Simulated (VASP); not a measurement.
Set up this calculation in VASP 6.6.1, as the native input.

```yaml
Task: relaxation of cell and atoms
Functional: LDA
Potentials_or_basis: VASP PAW LDA potentials, release 64 (Hg, Te)
Cutoff: 600 eV
k_mesh: 6 × 6 × 4
Occupations: fermi-dirac, width 0.02 eV
Spin: no spin polarisation
Dipole_correction: no
Further_INCAR_settings: ALGO = Normal; EDIFF = 1e-06; IBRION = 2; EDIFFG = -0.005; NSW = 80; ISIF = 3
```

The structure of HgTe lies in POSCAR:

```
HgTe
1.0
    4.8768327529      0.0000000000      0.0000000000
   -2.4384163765      4.2234610540      0.0000000000
    0.0000000000      0.0000000000      7.2980013073
Hg Te
2 2
Direct
    0.3333333333      0.6666666667      0.2500000000
    0.6666666667      0.3333333333      0.7500000000
    0.6666666667      0.3333333333      0.2500000000
    0.3333333333      0.6666666667      0.7500000000
```

These files were run (other wordings do the same):

INCAR

```
PREC     = Accurate       # precision mode
ENCUT    = 600            # plane-wave cutoff, eV
EDIFF    = 1E-6           # SCF threshold, eV
ISMEAR   = -1             # smearing method
SIGMA    = 0.02           # smearing width, eV
LREAL    = F              # projectors in reciprocal space
LASPH    = T              # aspherical terms in the spheres
NELM     = 100            # most SCF steps
ALGO     = Normal         # electronic algorithm
ISIF     = 3              # what is computed and relaxed
LWAVE    = F              # write WAVECAR
LCHARG   = F              # write CHGCAR
IBRION   = 2              # ionic algorithm
NSW      = 80             # ionic steps
EDIFFG   = -0.005         # ionic threshold
```

KPOINTS

```
Automatic mesh
0
Gamma
  6 6 4
```

Potentials or basis: VASP PAW LDA potentials, release 64 (Hg, Te).

Launch:

```console
$ cat potpaw_LDA.64/Hg/POTCAR potpaw_LDA.64/Te/POTCAR > POTCAR
$ mpirun -np 1 vasp_std > vasp.out
```

Results of the run:

```json
{"Relaxed volume": "32.67 Å³/atom", "Relaxed cell": "a = 4.810 Å, b = 4.810 Å, c = 6.522 Å, α = 90.00°, β = 90.00°, γ = 120.00°", "Space group after relaxing (to 0.1 Å)": "P6_3/mmc (No. 194)", "Energy gained by relaxing": "52.4 meV/atom", "Ionic steps": "20", "Pressure after relaxing": "0.0 GPa", "Band gap on the k mesh": "zero (bands 18 and 19 overlap by 0.37 eV)"}
```

Caveat: semilocal functionals underestimate gaps, so a narrow gap can read as zero; spin-orbit coupling is left out, which moves the levels of the heavy elements.

It took 23 min on 1 thread of Intel Xeon 8259CL, with other jobs on the host, peak memory 0.3 GiB.
